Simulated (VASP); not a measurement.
A run of VASP 6.6.1 is set up as follows.

The input INCAR:

```
SYSTEM = Ru
  PREC = Accurate
  ENCUT = 520
  EDIFF = 1E-7
  ISMEAR = -1
  SIGMA = 0.06122561905347299
  LREAL = .False.
  LASPH = .True.
  NELM = 60
  ALGO = Normal
  ISIF = 2
  LWAVE = .False.
  LCHARG = .True.
  GGA = PE
  LELF = .True.
  LVHAR = .True.
  NBANDS = 13
```

File KPOINTS:

```
regular mesh
0
Gamma
  49 49 49
  0 0 0
```

Contents of POSCAR:

```
Ru
1.0
    0.0000000000      1.9307386248      1.9307386248
    1.9307386248      0.0000000000      1.9307386248
    1.9307386248      1.9307386248      0.0000000000
Ru
1
Direct
    0.0000000000      0.0000000000      0.0000000000
```

Potentials or basis: VASP PAW PBE potentials, release 64 (Ru_pv).

Launch:

```sh
$ cat potpaw_PBE.64/Ru_pv/POTCAR > POTCAR
$ mpirun -np 1 vasp_std > vasp.out
```

Task: What does it give for the pressure?

Result: -11.1 GPa.

Task: Predict the band gap on the k mesh.

Result: Zero (band 7 reaches 13.76 eV, above the bottom of band 8 at 10.52 eV).
